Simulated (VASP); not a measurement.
A run of VASP 6.6.1 is set up as follows.

POSCAR

```
Al2Cu
1.0
    4.1051820000      0.0000000000      0.0000000000
    0.0000000000      4.1051820000      0.0000000000
    0.0000000000      0.0000000000      2.8913130000
Al Cu
2 1
Direct
    0.5000000000      0.0000000000      0.5000000000
    0.0000000000      0.5000000000      0.5000000000
    0.0000000000      0.0000000000      0.0000000000
```

The input INCAR.step1:

```
SYSTEM = Al2Cu
ALGO = Normal
EDIFF = 1E-4
ENCUT = 520
GGA = PE
ISMEAR = 0
LASPH = .TRUE.
LCHARG = .FALSE.
LREAL = .FALSE.
LWAVE = .TRUE.
NBANDS = 16
NELM = 100
PREC = Accurate
SIGMA = 0.1
```

The input INCAR.step2:

```
SYSTEM = Al2Cu
ALGO = Normal
EDIFF = 1E-7
ENCUT = 520
ISIF = 2
ISMEAR = 0
ISTART = 1
LASPH = .TRUE.
LCHARG = .FALSE.
LMIXTAU = .TRUE.
LREAL = .FALSE.
LWAVE = .FALSE.
METAGGA = R2SCAN
NBANDS = 16
NELM = 100
PREC = Accurate
SIGMA = 0.1
```

KPOINTS

```
k-points
0
G
  6 6 10
  0 0 0
```

Potentials or basis: VASP PAW PBE potentials, release 64 (Al, Cu).

Launch:

```sh
$ cat potpaw_PBE.64/Al/POTCAR potpaw_PBE.64/Cu/POTCAR > POTCAR
$ cp INCAR.step1 INCAR
$ mpirun -np 1 vasp_std > vasp.out
$ cp INCAR.step2 INCAR
$ mpirun -np 1 vasp_std > vasp.out
```

(1) Predict the pressure.

Answers

(1) -2.1 GPa.

Caveat: the PAW data sets were made with another functional, which shifts forces and pressure a little.
